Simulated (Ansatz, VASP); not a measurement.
# GaN: VASP beside Ansatz

```
Ga N
1.0
     3.18328    0.00000    0.00000
    -1.59164    2.75680    0.00000
     0.00000    0.00000    5.18384
Ga N
2 2
Direct
  0.66667 0.33333 0.49916
  0.33333 0.66667 0.99916
  0.66667 0.33333 0.87584
  0.33333 0.66667 0.37584
```

Change from the starting cell: strained cell.

Alike in both runs: functional LDA; k mesh 12 × 12 × 6; occupations gaussian, width 0.02 eV; no spin polarisation.

Ansatz relaxed the structure, and its values are those at the end. VASP's run is a single point on that final structure, the one shown.

|  | VASP | Ansatz |
| --- | --- | --- |
| version | VASP 6.6.1 | Ansatz 0.2.0 |
| potentials or method | VASP PAW LDA potentials, release 64 (Ga_d, N), cutoff 520 eV | scalar-relativistic, plane waves, PAW |
| valence electrons in the cell | 36 | 36 |

|  | VASP | Ansatz | Ansatz less VASP |
| --- | --- | --- | --- |
| gap on the k mesh at the Fermi level (eV) | 1.96 | 1.94 | -0.012 |
| least direct gap on the mesh (eV) | 1.96 | 1.94 | -0.012 |
| pressure (GPa) | -4.4 | -5.5 | -1.03 |

Ansatz warns that its potentials were made for another functional, while VASP's fit it. LDA's correlation is that of Perdew and Zunger in VASP and of Perdew and Wang (1992) in Ansatz. Ansatz's warnings: stress scf threshold loose.
